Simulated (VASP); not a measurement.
Wanted: the native input for a VASP 6.6.1 run.

```
Task                   : relaxation of the atoms
Functional             : PBE
Potentials or basis    : VASP PAW PBE potentials, release 64 (Cu, B)
Cutoff                 : 520 eV
k mesh                 : 1 × 1 × 1
Occupations            : methfessel-paxton, width 0.1 eV
Spin                   : no spin polarisation
Dipole correction      : no
Further INCAR settings : LREAL = Auto; ALGO = Normal; EDIFF = 1e-06; IBRION = 2; EDIFFG = -0.02; NSW = 90
```

The structure of Cu36B (a cell with a defect) lies in POSCAR:

```
Cu36B
1.0
    0.0000000000      5.4455251000      5.4455251000
    5.4455251000      0.0000000000      5.4455251000
    7.2607001300      7.2607001300      0.0000000000
Cu B
36 1
Direct
   -0.0008171600      0.0003252100      0.0003667500
    0.0000000000      0.0000000000      0.2500000000
    0.0000000000      0.0000000000      0.5000000000
   -0.0003932000      0.0008754400      0.7496615400
    0.0079000000      0.3319154900     -0.0053484500
    0.0029215800      0.3357131200      0.2466678900
   -0.0027190800      0.3330060600      0.5004595200
   -0.0042610100      0.3332774000      0.7545891800
    0.0030296100      0.6679121900     -0.0045694700
    0.0014437900      0.6682341500      0.2495847800
    0.0000000000      0.6666666700      0.5000000000
   -0.0091198100      0.6693057300      0.7553679400
    0.3307614900      0.0090535600     -0.0053547600
    0.3333333300      0.0000000000      0.2500000000
    0.3316272700     -0.0013393500      0.5004307200
    0.3319946400     -0.0029455600      0.7545492500
    0.3322943800      0.3333950800     -0.0006355100
    0.3350255800      0.3361054700      0.2480432500
    0.3333333300      0.3333333300      0.5000000000
    0.3335364700      0.3348402400      0.7488815300
    0.3331866100      0.6670890200     -0.0020025600
    0.3333333300      0.6666666700      0.2500000000
    0.3333333300      0.6666666700      0.5000000000
    0.3328338900      0.6668928000      0.7519484200
    0.6668250200      0.0040982600     -0.0045480700
    0.6671126000      0.0025687100      0.2496003600
    0.6640652100     -0.0026102700      0.5033415000
    0.6680016400     -0.0077254800      0.7552715500
    0.6659318600      0.3342990400     -0.0019329100
    0.6666666700      0.3333333300      0.2500000000
    0.6666666700      0.3333333300      0.5000000000
    0.6655866200      0.3341022200      0.7519723800
    0.6652225000      0.6664760300      0.0010420500
    0.6666666700      0.6666666700      0.2500000000
    0.6637433800      0.6651427500      0.5019962500
    0.6665067800      0.6678112600      0.7506086200
    0.1666670000      0.8333330000      0.3750000000
```

One way to write it, as run:

INCAR

```
SYSTEM = Cu36B
PREC = Accurate
ENCUT = 520
EDIFF = 1E-6
ISMEAR = 1
SIGMA = 0.1
LREAL = Auto
LASPH = .TRUE.
NELM = 60
ALGO = Normal
ISIF = 2
LWAVE = .FALSE.
LCHARG = .FALSE.
GGA = PE
IBRION = 2
NSW = 90
EDIFFG = -0.02
```

KPOINTS

```
Automatic mesh
0
G
  1 1 1
  0 0 0
```

Potentials or basis: VASP PAW PBE potentials, release 64 (Cu, B).

Command:

```sh
$ cat potpaw_PBE.64/Cu/POTCAR potpaw_PBE.64/B/POTCAR > POTCAR
$ mpirun -np 1 vasp_gam > vasp.out
```

Results of the run:

```
Energy gained by relaxing    : 34.6 meV/atom
Ionic steps                  : 12
Pressure after relaxing      : 1.1 GPa
Largest force after relaxing : 0.011 eV/Å
Band gap on the k mesh       : zero (an odd number of electrons rules out a gap without spin polarisation)
```

Caveat: the k points lie up to 1.00 Å⁻¹ apart, too coarse for converged energies and pressures of a metal.

Run time: 53 min on 1 thread of Intel(R) Xeon(R) Platinum 8175M CPU @ 2.50GHz (Skylake/Cascade Lake), with other jobs on the host, peak memory 0.7 GiB.
